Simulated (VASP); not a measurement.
Ge, 2 atoms in the cell. The typed cell holds 2 atoms: a = 4.018 Å, b = 3.955 Å, c = 3.880 Å, α = 100.05°, β = 94.70°, γ = 139.41°. 

| Item | Value |
| --- | --- |
| Program | VASP 6.6.1 |
| Task | single point |
| Functional | PBEsol |
| Potentials or basis | VASP PAW PBE potentials, release 64 (Ge_d) |
| Cutoff | 520 eV |
| k mesh | 8 × 8 × 6 |
| Occupations | methfessel-paxton, width 0.1 eV |
| Spin | no spin polarisation |
| Dipole correction | no |
| Further INCAR settings | ALGO = Normal; EDIFF = 1e-06; NBANDS = 21 |

Potentials or basis: VASP PAW PBE potentials, release 64 (Ge_d).

The run is started by

```sh
$ cat potpaw_PBE.64/Ge_d/POTCAR > POTCAR
$ mpirun -np 1 vasp_std > vasp.out
```

Hardware: 1 thread of Intel(R) Xeon(R) Platinum 8488C (Sapphire Rapids), with other jobs on the host.

Problem. How long does it take, and how much memory?

Solution. Wall time 68 s on 1 thread of Intel(R) Xeon(R) Platinum 8488C (Sapphire Rapids), on a shared host, peak memory 0.25 GiB. Counts: scf iterations 10, k points 196.
